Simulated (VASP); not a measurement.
Runs of VASP 6.6.1 on KF. The structure is that of space group P6_3/mmc (No. 194), or close to it. The cells are those of the table. 

| level | cell | k mesh | gap on the mesh (eV) | pressure (GPa) |
| --- | --- | --- | --- | --- |
| r2SCAN | a = 3.623, b = 3.623, c = 6.413 Å, angles 90.0, 90.0, 120.0°, 4 atoms | 6 × 6 × 4 | (a) | 1.2 |
| PBE | a = 3.702, b = 3.702, c = 6.528 Å, angles 90.0, 90.0, 120.0°, 4 atoms | 6 × 6 × 4 | 6.04 | 1.0 |
| r2SCAN | a = 3.660, b = 3.660, c = 6.479 Å, angles 90.0, 90.0, 120.0°, 4 atoms | 6 × 6 × 4 | 6.87 | 0.0 |
| PBE | a = 3.740, b = 3.740, c = 6.595 Å, angles 90.0, 90.0, 120.0°, 4 atoms | 6 × 6 × 4 | 5.89 | 0.0 |
| PBE | a = 3.813, b = 3.813, c = 6.724 Å, angles 90.0, 90.0, 120.0°, 4 atoms | 6 × 6 × 4 | 5.61 | -1.5 |
| r2SCAN | a = 3.660, b = 3.660, c = 6.479 Å, angles 90.0, 90.0, 120.0°, 4 atoms | 12 × 12 × 4 | 6.87 | 0.0 |
| PBE | a = 3.660, b = 3.660, c = 6.479 Å, angles 90.0, 90.0, 120.0°, 4 atoms | 12 × 12 × 4 | 6.19 | 2.1 |
| r2SCAN | a = 3.696, b = 3.696, c = 6.543 Å, angles 90.0, 90.0, 120.0°, 4 atoms | 6 × 6 × 4 | 6.71 | -1.0 |
| r2SCAN | a = 3.585, b = 3.585, c = 6.347 Å, angles 90.0, 90.0, 120.0°, 4 atoms | 6 × 6 × 4 | 7.20 | (c) |
| PBE | a = 3.777, b = 3.777, c = 6.660 Å, angles 90.0, 90.0, 120.0°, 4 atoms | 6 × 6 × 4 | 5.74 | (b) |
| PBE | a = 3.663, b = 3.663, c = 6.460 Å, angles 90.0, 90.0, 120.0°, 4 atoms | 6 × 6 × 4 | 6.20 | 2.1 |
| r2SCAN | a = 3.732, b = 3.732, c = 6.606 Å, angles 90.0, 90.0, 120.0°, 4 atoms | 6 × 6 × 4 | 6.57 | -1.8 |

Alike in all rows: task single point; potentials or basis VASP PAW PBE potentials, release 64 (K_sv, F); no spin polarisation; cutoff (eV) 520; smearing gaussian 0.01 eV.

Fill in the values left out.

(a) 7.03; (b) -0.8; (c) 2.6.

Caveats: the PAW data sets were made with another functional, which shifts forces and pressure a little (at least some runs).

A k mesh can miss the band edges.
